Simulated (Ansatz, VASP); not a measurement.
## Sb in VASP and in Ansatz

INCAR

```
PREC = Accurate
ENCUT = 600
EDIFF = 1E-6
ISMEAR = -1
SIGMA = 0.05
LREAL = False
LASPH = True
NELM = 80
ALGO = Normal
ISIF = 3
LWAVE = False
LCHARG = False
GGA = PS
IBRION = 2
NSW = 100
EDIFFG = -0.005
```

The input KPOINTS:

```
Automatic mesh
0
Gamma
  9 9 9
```

The input POSCAR:

```
Sb
1.0
    2.1102243954      1.2183386227      3.6812845966
   -2.1102243954      1.2183386227      3.6812845966
    0.0000000000     -2.4366772455      3.6812845966
Sb
2
Direct
    0.2334900000      0.2334900000      0.2334900000
    0.7665100000      0.7665100000      0.7665100000
```

Input for Ansatz:

```yaml
crystal:
  lattice:
    - [2.1102243954, 1.2183386227, 3.6812845966]
    - [-2.1102243954, 1.2183386227, 3.6812845966]
    - [0.0, -2.4366772455, 3.6812845966]
  atoms:
    - { symbol: Sb, position: [0.23349, 0.23349, 0.23349] }
    - { symbol: Sb, position: [0.76651, 0.76651, 0.76651] }
kpoints:
  mp_grid: { grid: [9, 9, 9] }
scf:
  occupations: { method: fermi_dirac, width: 0.05 }
hamiltonian:
  xc: pbesol
  pseudopotentials: { kind: all_electron, lapw: { basis_error: 0.001 } }
output:
  forces: true
  stress: true
relax:
  f_tol: 0.005
  max_steps: 80
  cell: {}
```

Alike in both runs: task relaxation of cell and atoms; functional PBEsol; k mesh 9 × 9 × 9; occupations fermi-dirac, width 0.05 eV; no spin polarisation.

|  | VASP | Ansatz |
| --- | --- | --- |
| version | VASP 6.6.1 | Ansatz 0.2.0 |
| potentials or method | VASP PAW PBE potentials, release 64 (Sb), cutoff 600 eV | all-electron LAPW, scalar-relativistic |

|  | VASP | Ansatz | Ansatz less VASP |
| --- | --- | --- | --- |
| relaxed volume (Å³/atom) | 29.90 | 29.89 | -0.010 |
| relaxed cell length with the largest relative difference (Å) | 4.456 | 4.460 | +0.0040 |

VASP's potentials were made for PBE, not for PBEsol. Ansatz ran all-electron here, and VASP with PAW potentials.

Neither program's run includes spin-orbit coupling.
